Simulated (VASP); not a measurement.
Wanted: the native input for a VASP 6.6.1 run.

- Task: single point
- Functional: LDA
- Potentials or basis: VASP PAW LDA potentials, release 64 (Ge_d)
- Cutoff: 520 eV
- k mesh: 12 × 12 × 12
- Occupations: fermi-dirac, width 0.1 eV
- Spin: no spin polarisation
- Dipole correction: no
- Further INCAR settings: ALGO = Normal; EDIFF = 1e-07; NBANDS = 21

The structure of Ge lies in POSCAR:

```
Ge
1.0
    0.0000000000      2.1543914396      2.1543914396
    2.1543914396      0.0000000000      2.1543914396
    2.1543914396      2.1543914396      0.0000000000
Ge
2
Direct
   -0.1250000000     -0.1250000000     -0.1250000000
    0.1250000000      0.1250000000      0.1250000000
```

This cell differs from its parent crystal: volume scaled by 0.45.

One way to write it, as run:

INCAR

```
PREC = Accurate ; ENCUT = 520
EDIFF = 1E-7 ; ISMEAR = -1
SIGMA = 0.1 ; LREAL = F
LASPH = T ; NELM = 60
ALGO = Normal ; ISIF = 2
LWAVE = F ; LCHARG = F
GGA = CA ; NBANDS = 21
```

KPOINTS

```
Automatic mesh
0
Gamma
  12 12 12
```

Potentials or basis: VASP PAW LDA potentials, release 64 (Ge_d).

Run with:

```bash
$ cat potpaw_LDA.64/Ge_d/POTCAR > POTCAR
$ mpirun -np 1 vasp_std > vasp.out
```

Results of the run:

```json
{
  "Pressure": "359.8 GPa",
  "Band gap on the k mesh": "zero (band 14 reaches 17.64 eV, above the bottom of band 15 at 15.79 eV)"
}
```

Run time: 9.6 s on 1 thread of Intel(R) Xeon(R) 6975P-C (Granite Rapids), on a shared host, peak memory 0.14 GiB.
